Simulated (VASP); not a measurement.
Write the native input for VASP 6.6.1 that does the following.

| Item | Value |
| --- | --- |
| Task | single point |
| Functional | PBE |
| Potentials or basis | VASP PAW PBE potentials, release 64 (W_sv, Si) |
| Cutoff | 520 eV |
| k mesh | 2 × 2 × 2 |
| Occupations | fermi-dirac, width 0.05 eV |
| Spin | no spin polarisation |
| Dipole correction | no |
| Further INCAR settings | LREAL = Auto; ALGO = Normal; EDIFF = 1e-06; NBANDS = 128 |

The structure of SiW16 (a cell with a defect) lies in POSCAR:

```
SiW16
1.0
    6.3200000000      0.0000000000      0.0000000000
    0.0000000000      6.3200000000      0.0000000000
    0.0000000000      0.0000000000      6.3200000000
W Si
16 1
Direct
    0.0567721519     -0.0188607595     -0.0031170886
    0.4136392405     -0.0284177215     -0.0296993671
    0.0038291139      0.4957278481     -0.0107278481
    0.0308386076     -0.0270886076      0.4880379747
    0.2454272152      0.2448417722      0.2471677215
    0.4790348101      0.4868354430      0.0049367089
    0.5107436709     -0.0247468354      0.4838132911
    0.7607753165      0.2427848101      0.2647468354
    0.0074208861      0.5021993671      0.4881329114
    0.2479746835      0.7044462025      0.2496993671
    0.2725316456      0.2399208861      0.7191930380
    0.5174525316      0.4801898734      0.4831962025
    0.7382911392      0.7068196203      0.2269620253
    0.7709177215      0.2472784810      0.7123734177
    0.2545727848      0.7080854430      0.7131645570
    0.7683386076      0.7376582278      0.7539715190
    0.7278164557      0.0172151899     -0.0016613924
```

The input as run:

INCAR

```
SYSTEM = SiW16
PREC = Accurate
ENCUT = 520
EDIFF = 1E-6
ISMEAR = -1
SIGMA = 0.05
LREAL = Auto
LASPH = .True.
NELM = 80
ALGO = Normal
ISIF = 2
LWAVE = .False.
LCHARG = .False.
GGA = PE
NBANDS = 128
```

KPOINTS

```
regular mesh
0
Gamma
  2 2 2
  0 0 0
```

Potentials or basis: VASP PAW PBE potentials, release 64 (W_sv, Si).

The run is started by

```console
$ cat potpaw_PBE.64/W_sv/POTCAR potpaw_PBE.64/Si/POTCAR > POTCAR
$ mpirun -np 1 vasp_std > vasp.out
```

Results of the run:

```yaml
Pressure: 37.7 GPa
Largest_force: 3.844 eV/Å
Band_gap_on_the_k_mesh: zero (bands 114 and 115 overlap by 1.25 eV)
```

Caveat: the k points lie up to 0.50 Å⁻¹ apart, too coarse for converged energies and pressures of a metal; spin-orbit coupling is left out, which moves the levels of the heavy elements.

It took 8.7 min on 1 thread of Oxide Virtual Turin-like Processor (shared host), peak memory 0.39 GiB.
